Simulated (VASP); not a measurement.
# Sb (Fm-3m) in VASP: a series of runs, part 2 of 2

VASP 6.6.1. Earlier steps stand in the parts before.

### 3 Electric field gradients, PBEsol (volume scaled by 0.96)

INCAR reads:

```
SYSTEM = Sb
PREC = Accurate ; ENCUT = 520
EDIFF = 1E-8 ; ISMEAR = -1
SIGMA = 0.05 ; LREAL = .False.
LASPH = .True. ; NELM = 60
ALGO = Normal ; ISIF = 2
LWAVE = .False. ; LCHARG = .False.
GGA = PS ; LEFG = .True.
NBANDS = 8
```

KPOINTS reads:

```
Automatic mesh
0
Gamma
  12 12 12
  0 0 0
```

POSCAR reads:

```
Sb
1.0
    0.0000000000      2.2738475325      2.2738475325
    2.2738475325      0.0000000000      2.2738475325
    2.2738475325      2.2738475325      0.0000000000
Sb
1
Direct
    0.0000000000      0.0000000000      0.0000000000
```

Potentials or basis: VASP PAW PBE potentials, release 64 (Sb).

Command:

```console
$ cat potpaw_PBE.64/Sb/POTCAR > POTCAR
$ mpirun -np 1 vasp_std > vasp.out
```

OUTCAR:

```text
SYSTEM = Sb
   PREC = Accurate
   ENCUT = 520
   EDIFF = 1E-8
   ISMEAR = -1
   LREAL = .False.
   LASPH = .True.
   NELM = 60
   ISIF = 2
   GGA = PS

 ion  position               nearest neighbor table
   1  0.000  0.000  0.000-

  LATTYP: Found a face centered cubic cell.
 ALAT       =     4.5476950650

  Lattice vectors:

 A1 = (   0.0000000000,   2.2738475325,   2.2738475325)
 A2 = (   2.2738475325,   0.0000000000,   2.2738475325)
 A3 = (   2.2738475325,   2.2738475325,   0.0000000000)

Analysis of symmetry for initial positions (statically):
=====================================================================
 Subroutine PRICEL returns:
 Original cell was already a primitive cell.

 Routine SETGRP: Setting up the symmetry group for a
 face centered cubic supercell.

 Subroutine GETGRP returns: Found 48 space group operations
 (whereof 48 operations were pure point group operations)
 out of a pool of 48 trial point group operations.

The static configuration has the point symmetry O_h .

Analysis of symmetry for dynamics (positions and initial velocities):
=====================================================================
 Subroutine PRICEL returns:
 Original cell was already a primitive cell.

 Routine SETGRP: Setting up the symmetry group for a
 face centered cubic supercell.

 Subroutine GETGRP returns: Found 48 space group operations
 (whereof 48 operations were pure point group operations)
 out of a pool of 48 trial point group operations.

The dynamic configuration has the point symmetry O_h .

 Subroutine INISYM returns: Found 48 space group operations
 (whereof 48 operations are pure point group operations),
 and found     1 'primitive' translations

----------------------------------------------------------------------------------------

                                     Primitive cell

  volume of cell :      23.5133

  direct lattice vectors                    reciprocal lattice vectors
     0.000000000  2.273847533  2.273847533    -0.219891612  0.219891612  0.219891612
     2.273847533  0.000000000  2.273847533     0.219891612 -0.219891612  0.219891612
     2.273847533  2.273847533  0.000000000     0.219891612  0.219891612 -0.219891612

  length of vectors
     3.215706019  3.215706019  3.215706019     0.380863445  0.380863445  0.380863445

  position of ions in fractional coordinates (direct lattice)
     0.000000000  0.000000000  0.000000000

  ion indices of the primitive-cell ions
   primitive index   ion index
                 1           1

----------------------------------------------------------------------------------------

 KPOINTS: Automatic mesh

Automatic generation of k-mesh.
 Grid dimensions read from file:
 generate k-points for:   12   12   12

 Generating k-lattice:

  Cartesian coordinates                     Fractional coordinates (reciprocal lattice)
    -0.018324301  0.018324301  0.018324301     0.083333333  0.000000000  0.000000000
[... 59 lines left out ...]
   EDIFF  = 0.1E-07   stopping-criterion for ELM
   LREAL  =      F    real-space projection
   EDIFFG = 0.1E-06   stopping-criterion for IOM
   NSW    =      0    number of steps for IOM
   IBRION =     -1    ionic relax: 0-MD 1-quasi-New 2-CG
   NFREE  =      0    steps in history (QN), initial steepest desc. (CG)
   ISIF   =      2    stress and relaxation
   ISYM   =      2    0-nonsym 1-usesym 2-fastsym
   POTIM  = 0.5000    time-step for ionic-motion
   TEBEG  =    0.0;   TEEND  =   0.0 temperature during run
   PSTRESS=    0.0 pullay stress
   NELECT =       5.0000    total number of electrons
   NUPDOWN=      -1.0000    fix difference up-down
   EMIN   =  10.00;   EMAX   =-10.00  energy-range for DOS
   EFERMI =   0.00;   METHOD = LEGACY
   ISMEAR =    -1;   SIGMA  =   0.05  broadening in eV -4-tet -1-fermi 0-gaus
   EFERMI_NEDOS =   21; number of points for ismear=-14 and -15
   IALGO  =     38    algorithm
   IMIX   =      4    mixing-type and parameters
     AMIX     =   0.40;   BMIX     =  1.00
     AMIX_MAG =   1.60;   BMIX_MAG =  1.00
  volume/ion in A,a.u.               =      23.51       158.68
  Fermi-wavevector in a.u.,A,eV,Ry     =   0.977148  1.846541 12.991079  0.954817
  Thomas-Fermi vector in A             =   2.107822
   LORBIT       =      0    0 simple, 1 ext, 2 COOP (PROOUT), +10 PAW based schemes
   GGA     = PS    functional components
   LHFCALC =     F    Hartree Fock is set to
   AEXX    =    0.0000 exact exchange contribution
   IVDW    =     0    specifies the selected vdW correction
   LEPSILON=     F    determine dielectric tensor
   LRPA    =     F    only Hartree local field effects (RPA)
 non-spin polarized calculation
  energy-cutoff  :      520.00
  volume of cell :       23.51
 maximum number of plane-waves:       648
   NGX = 11   NGY = 11   NGZ = 11

 number of electron       5.0000000 magnetization

 Free energy of the ion-electron system (eV)
  ---------------------------------------------------
  ext. energy  EPLUGINS =         0.00000000
  ---------------------------------------------------
  free energy    TOTEN  =        -4.22694801 eV

  energy without entropy =       -4.22183974  energy(sigma->0) =       -4.22439388

 E-fermi :  10.3231     XC(G=0): -10.9303

 val. band max:       10.3104833967   @ k =   0.4167   0.3333   0.0000
 cond. band min:      10.3577335910   @ k =  -0.3333   0.3333   0.1667
 fundamental gap:      0.0472501943
 Fermi energy:        10.3230583063

 k-point     1 :       0.0000    0.0000    0.0000
  band No.  band energies     occupation
      1      -3.8316      2.00000
      2      16.6231      0.00000
      3      16.6231      0.00000
      4      16.6231      0.00000
      5      20.4706      0.00000
      6      20.7143      0.00000
      7      20.7143      0.00000
      8      20.7143      0.00000
[... 243 lines left out ...]
 k-point    24 :      -0.4167    0.1667    0.0000
  band No.  band energies     occupation
      1       1.1023      2.00000
      2       4.2390      2.00000
      3      10.8897      0.00002
      4      13.5593      0.00000
      5      17.1743      0.00000
      6      21.5064      0.00000
      7      21.9351      0.00000
      8      24.9237      0.00000

 [... further k-points ...]
[... 5 lines left out ...]
  --------------------------------------------------------------------------------------
  -------------------------------------------------------------------------------------
  Total        1.3462553      1.3462553      1.3462553     -0.0000000      0.0000000      0.0000000
  in kB       91.7326605     91.7326605     91.7326605     -0.0000000      0.0000000      0.0000000
  external PRESSURE =      91.7326605 kB  Pullay stress =       0.0000000 kB

 VOLUME and BASIS-vectors are now :
 -----------------------------------------------------------------------------
  energy-cutoff  :      520.00
  volume of cell :       23.51
      direct lattice vectors                 reciprocal lattice vectors
     0.000000000  2.273847533  2.273847533    -0.219891612  0.219891612  0.219891612
     2.273847533  0.000000000  2.273847533     0.219891612 -0.219891612  0.219891612
     2.273847533  2.273847533  0.000000000     0.219891612  0.219891612 -0.219891612

 POSITION                                       TOTAL-FORCE (eV/Angst)
 -----------------------------------------------------------------------------------
      0.00000      0.00000      0.00000         0.000000      0.000000      0.000000
 -----------------------------------------------------------------------------------
    total drift:                                0.000000     -0.000000     -0.000000

  FREE ENERGIE OF THE ION-ELECTRON SYSTEM (eV)
  ---------------------------------------------------
  free  energy   TOTEN  =        -4.2269480147 eV

  energy  without entropy=       -4.2218397440  energy(sigma->0) =       -4.22439388

 Electric field gradients (V/A^2)
---------------------------------------------------------------------
 ion       V_xx      V_yy      V_zz      V_xy      V_xz      V_yz
---------------------------------------------------------------------
   1      -0.000    -0.000     0.000     0.000     0.000     0.000
---------------------------------------------------------------------

 Electric field gradients after diagonalization (V/A^2)
 (convention: |V_zz| > |V_xx| > |V_yy|)
----------------------------------------------------------------------
 ion       V_xx      V_yy      V_zz     asymmetry (V_yy - V_xx)/ V_zz
----------------------------------------------------------------------
   1      -0.000    -0.000     0.000       0.000
----------------------------------------------------------------------

           NMR quadrupolar parameters

 Cq : quadrupolar parameter    Cq=e*Q*V_zz/h
 eta: asymmetry parameters     (V_yy - V_xx)/ V_zz
 Q  : nuclear electric quadrupole moment in mb (millibarn)
----------------------------------------------------------------------
 ion       Cq(MHz)       eta       Q (mb)
----------------------------------------------------------------------
   1       0.000       0.000       1.000
----------------------------------------------------------------------
```

OSZICAR:

```text
N       E                     dE             d eps       ncg     rms          rms(c)
DAV:   1     0.540280774482E+01    0.54028E+01   -0.16783E+03  1168   0.414E+02
DAV:   2    -0.414234258225E+01   -0.95452E+01   -0.91369E+01  1632   0.548E+01
DAV:   3    -0.423458653066E+01   -0.92244E-01   -0.92119E-01  1424   0.613E+00
DAV:   4    -0.423482115894E+01   -0.23463E-03   -0.23463E-03  1808   0.376E-01
DAV:   5    -0.423482156028E+01   -0.40135E-06   -0.40105E-06  1448   0.102E-02    0.212E+00
DAV:   6    -0.422990183262E+01    0.49197E-02   -0.11382E-03  1488   0.162E-01    0.124E+00
DAV:   7    -0.422695643376E+01    0.29454E-02   -0.25028E-03  1312   0.238E-01    0.305E-02
DAV:   8    -0.422694865439E+01    0.77794E-05   -0.25490E-05  1592   0.410E-02    0.790E-03
DAV:   9    -0.422694822698E+01    0.42741E-06   -0.38922E-07  1648   0.421E-03    0.135E-03
DAV:  10    -0.422694814892E+01    0.78063E-07   -0.35644E-08  1472   0.105E-03    0.160E-03
DAV:  11    -0.422694801401E+01    0.13491E-06   -0.54344E-10  1296   0.203E-04    0.130E-04
DAV:  12    -0.422694801473E+01   -0.72194E-09   -0.56099E-11   848   0.458E-05
   1 F= -.42269480E+01 E0= -.42243939E+01  d E =-.510827E-02
```

Run time: 8.5 s. Hardware: 1 thread of Intel Xeon 6975P-C, shared host; peak memory 0.14 GiB.

Results:

```yaml
Free_energy: -4.2269 eV
Pressure: 9.2 GPa
```

Caveat: without QUAD_EFG the Cq values of the log hold for a quadrupole moment of 1 mb, not for the nuclei; the PAW data sets were made with another functional, which shifts forces and pressure a little; spin-orbit coupling is left out, which moves the levels of the heavy elements.
